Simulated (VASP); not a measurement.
## Al: relaxation of cell and atoms with PBEsol

Crystal: Al.

```
Al
1.0
     2.75607    0.00000    0.00000
    -0.91869    2.59845    0.00000
    -0.91869   -1.29922    2.25032
Al
1
Cartesian
  0.0000 0.0000 0.0000
```

```json
{
  "Program": "VASP 6.6.1",
  "Task": "relaxation of cell and atoms",
  "Functional": "PBEsol",
  "Potentials or basis": "VASP PAW PBE potentials, release 64 (Al)",
  "Cutoff": "600 eV",
  "k mesh": "12 × 12 × 12",
  "Occupations": "fermi-dirac, width 0.1 eV",
  "Spin": "no spin polarisation",
  "Dipole correction": "no",
  "Further INCAR settings": "ALGO = Normal; EDIFF = 1e-06; IBRION = 2; EDIFFG = -0.005; NSW = 60; ISIF = 3"
}
```

The relaxed volume is 16.60 Å³/atom. The relaxed cell is a = 2.783 Å, b = 2.783 Å, c = 2.783 Å, α = 109.47°, β = 109.47°, γ = 109.47°, the space group after relaxing (to 0.05 Å) is Im-3m (No. 229) and the energy gained by relaxing is 3.4 meV/atom. The ionic steps are 3 and the pressure after relaxing is 0.0 GPa.

Step by step:
| step | energy change (eV) | largest force (eV/Å) | pressure (GPa) | volume (Å³) |
| --- | --- | --- | --- | --- |
| 1 | 0.0000 | 0.0000 | 2.29 | 16.12 |
| 2 | -0.0033 | 0.0000 | -0.26 | 16.66 |
| 3 | -0.0034 | 0.0000 | 0.00 | 16.60 |

Final structure:
```
Al
1.0
     2.78333    0.00000    0.00000
    -0.92778    2.62415    0.00000
    -0.92778   -1.31207    2.27258
Al
1
Direct
  0.00000 0.00000 0.00000
```

Levels at points of the mesh, in eV from the Fermi level:
| k point | band 1 | band 2 | band 3 | band 4 | band 5 |
| --- | --- | --- | --- | --- | --- |
| (0.00, 0.00, 0.00) | -11.07 | 13.22 | 13.22 | 13.22 | 14.60 |
| (0.50, 0.00, 0.00) | -4.29 | -3.84 | 8.12 | 8.25 | 9.93 |
| (0.50, 0.50, 0.50) | 1.87 | 1.87 | 1.87 | 2.99 | 2.99 |

Wall time 11 s on 1 thread of Intel(R) Xeon(R) Platinum 8259CL CPU @ 2.50GHz (Skylake/Cascade Lake), on a shared host, peak memory 0.13 GiB.

Caveat: the PAW data sets were made with another functional, which shifts forces and pressure a little.
